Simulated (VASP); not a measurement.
## WS2: relaxation of shape and atoms at fixed volume with PBEsol+D3(BJ)

Crystal: WS2.

```xyz
6
Lattice="3.0142 0.0000 0.0000 -1.5071 2.6104 0.0000 0.0000 0.0000 11.0620" Properties=species:S:1:pos:R:3 pbc="T T T"
W     0.0000    1.7402    2.7655
W     1.5071    0.8701    8.2965
S     0.0000    1.7402    6.7343
S     1.5071    0.8701    1.2033
S     0.0000    1.7402    9.8587
S     1.5071    0.8701    4.3277
```

This cell differs from its parent crystal: volume scaled by 0.88.

* Program: VASP 6.6.1
* Task: relaxation of shape and atoms at fixed volume
* Functional: PBEsol
* Dispersion: D3(BJ)
* Potentials or basis: VASP PAW PBE potentials, release 64 (W_sv, S)
* Cutoff: 600 eV
* k mesh: 12 × 12 × 4
* Occupations: gaussian, width 0.02 eV
* Spin: no spin polarisation
* Dipole correction: no
* Further INCAR settings: ALGO = Normal; EDIFF = 1e-06; IBRION = 2; EDIFFG = -0.01; NSW = 50; ISIF = 4

```yaml
Energy_gained_by_relaxing: 5.7 meV/atom
Ionic_steps: 5
Pressure_after_relaxing: 15.3 GPa
Band_gap_on_the_k_mesh: 0.11 eV, indirect (least direct gap 1.31 eV)
Dispersion_energy_per_atom: -0.476 eV
```

Forces in eV/Å, atoms in the order of the input:
```
W    0.000  0.000  0.000
W    0.000  0.000  0.000
S    0.000  0.000 -0.002
S    0.000  0.000 -0.002
S    0.000  0.000  0.002
S    0.000  0.000  0.002
```

The path:
```
step  energy change (eV)  largest force (eV/Å)  pressure (GPa)  volume (Å³)
   1              0.0000                0.6642           18.94        87.04
   2             -0.0226                0.2491           14.26        87.04
   3             -0.0296                0.0442           15.76        87.04
   4             -0.0340                0.0059           15.36        87.04
   5             -0.0340                0.0022           15.32        87.04
```

Final structure:
```yaml
crystal:
  lattice:
    - [3.01898, 0.00000, 0.00000]
    - [-1.50949, 2.61452, 0.00000]
    - [0.00000, 0.00000, 11.02686]
  atoms:
    - { symbol: W, position: [0.33333, 0.66667, 0.25000] }
    - { symbol: W, position: [0.66667, 0.33333, 0.75000] }
    - { symbol: S, position: [0.33333, 0.66667, 0.60636] }
    - { symbol: S, position: [0.66667, 0.33333, 0.10636] }
    - { symbol: S, position: [0.33333, 0.66667, 0.89364] }
    - { symbol: S, position: [0.66667, 0.33333, 0.39364] }
```

Levels at points of the mesh, in eV from the valence-band top:
```
           k point  band 22  band 23  band 24  band 25  band 26  band 27  band 28  band 29  band 30  band 31
(0.00, 0.00, 0.00)    -2.34    -2.34    -2.32    -0.82     0.00     1.81     1.81     2.12     2.12     2.15
(0.50, 0.00, 0.00)    -3.30    -2.60    -2.57    -2.08    -1.71     2.07     2.48     2.60     2.79     3.08
(0.00, 0.00, 0.50)    -2.47    -2.47    -2.47    -0.23    -0.23     1.98     1.98     1.98     1.98     2.35
(0.50, 0.00, 0.50)    -3.79    -2.25    -2.25    -2.15    -2.15     2.50     2.50     2.68     2.68     3.26
```

Run time: 11 min on 1 thread of Oxide Virtual Turin-like Processor (shared host), peak memory 0.3 GiB.

Caveat: the cell differs from its parent crystal (volume scaled by 0.88); the PAW data sets were made with another functional, which shifts forces and pressure a little; spin-orbit coupling is left out, which moves the levels of the heavy elements. A k mesh can miss the band edges.
